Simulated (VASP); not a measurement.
Runs of VASP 6.6.1 on Ir. The structure is that of space group Fm-3m (No. 225), or close to it. The cells are those of the table. 

```csv
cell,further INCAR settings,gap on the mesh (eV),pressure (GPa)
"a = 2.715, b = 2.715, c = 2.688 Å, angles 60.3, 60.3, 60.7°, 1 atom",ALGO = Fast; EDIFF = 1e-07; NBANDS = 10,none,(a)
"a = 2.715, b = 2.715, c = 2.732 Å, angles 59.8, 59.8, 59.6°, 1 atom",ALGO = Fast; EDIFF = 1e-07; NBANDS = 10,none,-6.0
"a = 2.715, b = 2.715, c = 2.739 Å, angles 59.7, 59.7, 59.4°, 1 atom",ALGO = Fast; EDIFF = 1e-07; NBANDS = 10,none,-5.9
"a = 2.715, b = 2.715, c = 2.701 Å, angles 60.2, 60.2, 60.3°, 1 atom",ALGO = Fast; EDIFF = 1e-06; NBANDS = 10,none,-6.1
"a = 2.715, b = 2.715, c = 2.735 Å, angles 59.8, 59.8, 59.5°, 1 atom",ALGO = Fast; EDIFF = 1e-06; NBANDS = 10,none,-6.0
"a = 2.715, b = 2.715, c = 2.722 Å, angles 59.9, 59.9, 59.8°, 1 atom",ALGO = Fast; EDIFF = 1e-07; NBANDS = 10,none,-6.0
```

Alike in all rows: task single point; level LDA; potentials or basis VASP PAW LDA potentials, release 64 (Ir); no spin polarisation; k mesh 22 × 22 × 22; cutoff (eV) 520; smearing gaussian 0.15 eV.

Fill in the values left out.

(a) -5.8.

Caveats: the cell stands under tension; spin-orbit coupling is left out, which moves the levels of the heavy elements.

A k mesh can miss the band edges, and the runs leave out spin-orbit coupling on Ir.

A gap of «none» marks levels without a gap at the run's occupations.
